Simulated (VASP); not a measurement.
# WS2 (R3m) in VASP: a series of runs

WS2 is run at these levels: PBE; tasks: single point.

Program: VASP 6.6.1. These are calculated values, not measurements. Logs are shortened: lines on timing, memory, paths and dates and some standing lists are left out, and cuts for length are marked.

**1. The cell of the first run**

The structure is trigonal, space group R3m (No. 160). Conventional cell: a = 3.172 Å, b = 3.172 Å, c = 18.712 Å, α = 90.00°, β = 90.00°, γ = 120.00°. W (site symmetry 3m) has 6 S at 2.41 Å and 6 W at 3.17 Å within 3.2 Å. S (site symmetry 3m) has 3 W at 2.41 Å and 7 S at 3.12 to 3.17 Å within 3.2 Å. S (site symmetry 3m) has 3 W at 2.41 Å and 7 S at 3.12 to 3.17 Å within 3.2 Å.

**2. Single point, PBE**

Input file INCAR:

```
PREC = Accurate
ENCUT = 520
EDIFF = 1E-6
ISMEAR = 0
SIGMA = 0.01
LREAL = False
LASPH = True
NELM = 100
ALGO = Normal
ISIF = 2
LWAVE = False
LCHARG = True
GGA = PE
LELF = True
LVHAR = True
NBANDS = 20
```

Input file KPOINTS:

```
regular mesh
0
Gamma
  6 6 6
```

Input file POSCAR:

```
WS2
1.0
    1.5858866930      0.9156121092      6.2374696033
   -1.5858866930      0.9156121092      6.2374696033
    0.0000000000     -1.8312242183      6.2374696033
W S
1 2
Direct
   -0.0000115684     -0.0000115684     -0.0000115684
    0.4167981707      0.4167981707      0.4167981707
    0.2498800644      0.2498800644      0.2498800644
```

Potentials or basis: VASP PAW PBE potentials, release 64 (W_sv, S).

The run is started by

```
$ cat potpaw_PBE.64/W_sv/POTCAR potpaw_PBE.64/S/POTCAR > POTCAR
$ mpirun -np 1 vasp_std > vasp.out
```

OUTCAR:

```text
PREC = Accurate
   ENCUT = 520
   EDIFF = 1E-6
   ISMEAR = 0
   LREAL = False
   LASPH = True
   NELM = 100
   ISIF = 2
   GGA = PE

 ion  position               nearest neighbor table
   1  1.000  1.000  1.000-   3 2.41   3 2.41   3 2.41   2 2.41   2 2.41   2 2.41
   2  0.417  0.417  0.417-   1 2.41   1 2.41   1 2.41
   3  0.250  0.250  0.250-   1 2.41   1 2.41   1 2.41

  LATTYP: Found a trigonal (rhomboedric) cell.
 ALAT       =     6.5007237435
 COS(alpha) =     0.8809715208

  Lattice vectors:

 A1 = (   1.5858866930,   0.9156121092,   6.2374696033)
 A2 = (  -1.5858866930,   0.9156121092,   6.2374696033)
 A3 = (   0.0000000000,  -1.8312242183,   6.2374696033)

Analysis of symmetry for initial positions (statically):
=====================================================================
 Subroutine PRICEL returns:
 Original cell was already a primitive cell.

 Routine SETGRP: Setting up the symmetry group for a
 trigonal (rhombohedral) supercell.

 Subroutine GETGRP returns: Found  6 space group operations
 (whereof  6 operations were pure point group operations)
 out of a pool of 12 trial point group operations.

The static configuration has the point symmetry C_3v.

Analysis of symmetry for dynamics (positions and initial velocities):
=====================================================================
 Subroutine PRICEL returns:
 Original cell was already a primitive cell.

 Routine SETGRP: Setting up the symmetry group for a
 trigonal (rhombohedral) supercell.

 Subroutine GETGRP returns: Found  6 space group operations
 (whereof  6 operations were pure point group operations)
 out of a pool of 12 trial point group operations.

The dynamic configuration has the point symmetry C_3v.

 Subroutine INISYM returns: Found  6 space group operations
 (whereof  6 operations are pure point group operations),
 and found     1 'primitive' translations

----------------------------------------------------------------------------------------

                                     Primitive cell

  volume of cell :      54.3430

  direct lattice vectors                    reciprocal lattice vectors
     1.585886693  0.915612109  6.237469603     0.315281036  0.182027591  0.053440474
    -1.585886693  0.915612109  6.237469603    -0.315281036  0.182027591  0.053440474
     0.000000000 -1.831224218  6.237469603     0.000000000 -0.364055182  0.053440474
[... 77 lines left out ...]
   PREC   = accura    normal or accurate (medium, high low for compatibility)
   ISTART =      0    job   : 0-new  1-cont  2-samecut
   ICHARG =      2    charge: 1-file 2-atom 10-const
   ISPIN  =      1    spin polarized calculation?
   LNONCOLLINEAR =      F non collinear calculations
   LSORBIT =      F    spin-orbit coupling
   LASPH  =      T    aspherical Exc in radial PAW
   ENCUT  =  520.0 eV  38.22 Ry    6.18 a.u.  12.09 12.09 12.09*2*pi/ulx,y,z
   NELM   =    100;   NELMIN=  2; NELMDL= -5     # of ELM steps
   EDIFF  = 0.1E-05   stopping-criterion for ELM
   LREAL  =      F    real-space projection
   EDIFFG = 0.1E-04   stopping-criterion for IOM
   NSW    =      0    number of steps for IOM
   IBRION =     -1    ionic relax: 0-MD 1-quasi-New 2-CG
   NFREE  =      0    steps in history (QN), initial steepest desc. (CG)
   ISIF   =      2    stress and relaxation
   ISYM   =      2    0-nonsym 1-usesym 2-fastsym
   POTIM  = 0.5000    time-step for ionic-motion
   TEBEG  =    0.0;   TEEND  =   0.0 temperature during run
   PSTRESS=    0.0 pullay stress
   NELECT =      26.0000    total number of electrons
   NUPDOWN=      -1.0000    fix difference up-down
   EMIN   =  10.00;   EMAX   =-10.00  energy-range for DOS
   EFERMI =   0.00;   METHOD = LEGACY
   ISMEAR =     0;   SIGMA  =   0.01  broadening in eV -4-tet -1-fermi 0-gaus
   EFERMI_NEDOS =   21; number of points for ismear=-14 and -15
   IALGO  =     38    algorithm
   IMIX   =      4    mixing-type and parameters
     AMIX     =   0.40;   BMIX     =  1.00
     AMIX_MAG =   1.60;   BMIX_MAG =  1.00
  volume/ion in A,a.u.               =      18.11       122.24
  Fermi-wavevector in a.u.,A,eV,Ry     =   1.280417  2.419638 22.306318  1.639468
  Thomas-Fermi vector in A             =   2.412846
   LORBIT       =      0    0 simple, 1 ext, 2 COOP (PROOUT), +10 PAW based schemes
   GGA     = PE    functional components
   LHFCALC =     F    Hartree Fock is set to
   AEXX    =    0.0000 exact exchange contribution
   IVDW    =     0    specifies the selected vdW correction
   LEPSILON=     F    determine dielectric tensor
   LRPA    =     F    only Hartree local field effects (RPA)
 non-spin polarized calculation
 Gauss-broadening in eV      SIGMA  =   0.01
  energy-cutoff  :      520.00
  volume of cell :       54.34
 maximum number of plane-waves:      1476
   NGX = 25   NGY = 25   NGZ = 25

 number of electron      26.0000002 magnetization

 Free energy of the ion-electron system (eV)
  ---------------------------------------------------
  ext. energy  EPLUGINS =         0.00000000
  ---------------------------------------------------
  free energy    TOTEN  =       -23.63066872 eV

  energy without entropy =      -23.63066872  energy(sigma->0) =      -23.63066872

 E-fermi :   7.5166     XC(G=0): -10.8100

 val. band max:        7.2204036307   @ k =   0.5000   0.5000   0.5000
 cond. band min:       8.3141952910   @ k =  -0.1667   0.1667   0.0000
 fundamental gap:      1.0937916604
 Fermi energy:         7.5165874760

 k-point     1 :       0.0000    0.0000    0.0000
  band No.  band energies     occupation
      1     -67.4125      2.00000
      2     -31.6643      2.00000
      3     -31.5008      2.00000
      4     -31.5008      2.00000
      5      -8.3491      2.00000
      6      -6.4099      2.00000
[... 541 lines left out ...]
     19      14.8898      0.00000
     20      15.5617      0.00000

 [... further k-points ...]
[... 5 lines left out ...]
  --------------------------------------------------------------------------------------
  -------------------------------------------------------------------------------------
  Total        0.9416431      0.9416431      1.4093095      0.0000000      0.0000000      0.0000000
  in kB       27.7621776     27.7621776     41.5502446      0.0000000      0.0000000      0.0000000
  external PRESSURE =      32.3581999 kB  Pullay stress =       0.0000000 kB

 VOLUME and BASIS-vectors are now :
 -----------------------------------------------------------------------------
  energy-cutoff  :      520.00
  volume of cell :       54.34
      direct lattice vectors                 reciprocal lattice vectors
     1.585886693  0.915612109  6.237469603     0.315281036  0.182027591  0.053440474
    -1.585886693  0.915612109  6.237469603    -0.315281036  0.182027591  0.053440474
     0.000000000 -1.831224218  6.237469603     0.000000000 -0.364055182  0.053440474

 POSITION                                       TOTAL-FORCE (eV/Angst)
 -----------------------------------------------------------------------------------
      0.00000      0.00000     18.71219         0.000000      0.000000      0.001247
      0.00000      0.00000      7.79930         0.000000      0.000000      0.201051
      0.00000      0.00000      4.67586         0.000000     -0.000000     -0.202298
 -----------------------------------------------------------------------------------
    total drift:                                0.000000      0.000000     -0.000011

  FREE ENERGIE OF THE ION-ELECTRON SYSTEM (eV)
  ---------------------------------------------------
  free  energy   TOTEN  =       -23.6306687236 eV

  energy  without entropy=      -23.6306687236  energy(sigma->0) =      -23.63066872
```

OSZICAR:

```text
N       E                     dE             d eps       ncg     rms          rms(c)
DAV:   1     0.199141500047E+03    0.19914E+03   -0.13150E+04  1280   0.130E+03
DAV:   2    -0.143282457644E+02   -0.21347E+03   -0.20692E+03  1500   0.340E+02
DAV:   3    -0.248393810397E+02   -0.10511E+02   -0.10402E+02  1596   0.709E+01
DAV:   4    -0.249867201966E+02   -0.14734E+00   -0.14725E+00  1568   0.915E+00
DAV:   5    -0.249892961391E+02   -0.25759E-02   -0.25758E-02  1580   0.126E+00    0.268E+01
DAV:   6    -0.238099044776E+02    0.11794E+01   -0.63285E+00  1440   0.169E+01    0.110E+01
DAV:   7    -0.236776455749E+02    0.13226E+00   -0.13488E+00  1364   0.662E+00    0.565E+00
DAV:   8    -0.236316107236E+02    0.46035E-01   -0.25395E-01  1448   0.340E+00    0.125E+00
DAV:   9    -0.236309006849E+02    0.71004E-03   -0.10970E-02  1640   0.732E-01    0.544E-01
DAV:  10    -0.236306866519E+02    0.21403E-03   -0.42147E-03  1476   0.443E-01    0.680E-02
DAV:  11    -0.236306488180E+02    0.37834E-04   -0.55818E-04  1452   0.156E-01    0.576E-02
DAV:  12    -0.236306671631E+02   -0.18345E-04   -0.93799E-05  1432   0.722E-02    0.178E-02
DAV:  13    -0.236306687541E+02   -0.15910E-05   -0.17920E-05  1484   0.308E-02    0.586E-03
DAV:  14    -0.236306687236E+02    0.30519E-07   -0.13260E-06  1020   0.748E-03
   1 F= -.23630669E+02 E0= -.23630669E+02  d E =0.000000E+00
```

stdout:

```text
POSCAR found type information on POSCAR W S
 POSCAR found :  2 types and       3 ions
 scaLAPACK will be used
 LDA part: xc-table for (Slater+PW92), standard interpolation
 POSCAR, INCAR and KPOINTS ok, starting setup
 FFT: planning ... GRIDC
 FFT: planning ... GRID_SOFT
 FFT: planning ... GRID
 WAVECAR not read
 entering main loop
```

Run time: 2.7 min. Hardware: 1 thread of Intel Xeon 8259CL, shared host; peak memory 0.32 GiB.

What came out:

```
Free energy            : -23.6307 eV
Pressure               : 3.2 GPa
Largest force          : 0.202 eV/Å
Band gap on the k mesh : 1.09 eV, indirect (least direct gap 1.84 eV)
```

Forces on the atoms (eV/Å):
```
W    0.000  0.000  0.001
S    0.000  0.000  0.201
S    0.000  0.000 -0.202
```

Stress tensor (GPa, compression positive):
```
2.78 0.00 0.00
0.00 2.78 0.00
0.00 0.00 4.16
```

Levels at points of the mesh, in eV from the valence-band top:
| k point | band 9 | band 10 | band 11 | band 12 | band 13 | band 14 | band 15 | band 16 | band 17 | band 18 |
| --- | --- | --- | --- | --- | --- | --- | --- | --- | --- | --- |
| (0.00, 0.00, 0.00) | -3.52 | -2.30 | -2.30 | -1.59 | -1.13 | 2.22 | 2.22 | 2.50 | 2.50 | 4.66 |
| (0.50, 0.00, 0.00) | -5.26 | -4.13 | -2.56 | -1.85 | -1.67 | 2.28 | 2.61 | 3.63 | 3.92 | 4.43 |
| (0.50, 0.50, 0.00) | -4.97 | -4.06 | -3.09 | -2.01 | -1.52 | 2.24 | 2.74 | 3.23 | 4.35 | 4.94 |
| (0.50, 0.50, 0.50) | -3.54 | -3.54 | -2.27 | -2.27 | 0.00 | 2.30 | 2.30 | 2.39 | 2.39 | 4.90 |

Caveat: spin-orbit coupling is left out, which moves the levels of the heavy elements.

**3. Single point, PBE**

Input file INCAR:

```
SYSTEM = WS2
  PREC = Accurate
  ENCUT = 520
  EDIFF = 1E-7
  ISMEAR = 0
  SIGMA = 0.01
  LREAL = .FALSE.
  LASPH = .TRUE.
  NELM = 60
  ALGO = Normal
  ISIF = 2
  LWAVE = .FALSE.
  LCHARG = .TRUE.
  GGA = PE
  LELF = .TRUE.
  LVHAR = .TRUE.
  NBANDS = 20
```

Input file KPOINTS:

```
regular mesh
0
G
  6 6 6
  0 0 0
```

POSCAR is that of step 2.

Potentials or basis: VASP PAW PBE potentials, release 64 (W_sv, S).

The run is started by

```
$ cat potpaw_PBE.64/W_sv/POTCAR potpaw_PBE.64/S/POTCAR > POTCAR
$ mpirun -np 1 vasp_std > vasp.out
```

It took 3.3 min on 1 thread of Intel Xeon 8259CL, shared host; peak memory 0.32 GiB.

Results (log left out):

```yaml
Free_energy: -23.6307 eV
Pressure: 3.2 GPa
Largest_force: 0.203 eV/Å
Band_gap_on_the_k_mesh: 1.09 eV, indirect (least direct gap 1.84 eV)
```

Forces on the atoms (eV/Å):
```
W    0.000  0.000  0.001
S    0.000  0.000  0.202
S    0.000  0.000 -0.203
```

Stress tensor (GPa, compression positive):
```
2.78 0.00 0.00
0.00 2.78 0.00
0.00 0.00 4.16
```

Levels at points of the mesh, in eV from the valence-band top:
| k point | band 10 | band 11 | band 12 | band 13 | band 14 | band 15 | band 16 | band 17 |
| --- | --- | --- | --- | --- | --- | --- | --- | --- |
| (0.00, 0.00, 0.00) | -2.30 | -2.30 | -1.59 | -1.13 | 2.22 | 2.22 | 2.50 | 2.50 |
| (0.50, 0.00, 0.00) | -4.13 | -2.56 | -1.85 | -1.67 | 2.28 | 2.61 | 3.63 | 3.92 |
| (0.50, 0.50, 0.00) | -4.06 | -3.09 | -2.01 | -1.52 | 2.24 | 2.74 | 3.23 | 4.35 |
| (0.50, 0.50, 0.50) | -3.54 | -2.27 | -2.27 | 0.00 | 2.30 | 2.30 | 2.39 | 2.39 |

Caveat: spin-orbit coupling is left out, which moves the levels of the heavy elements. As with any semilocal functional, this PBE gap is likely too small.
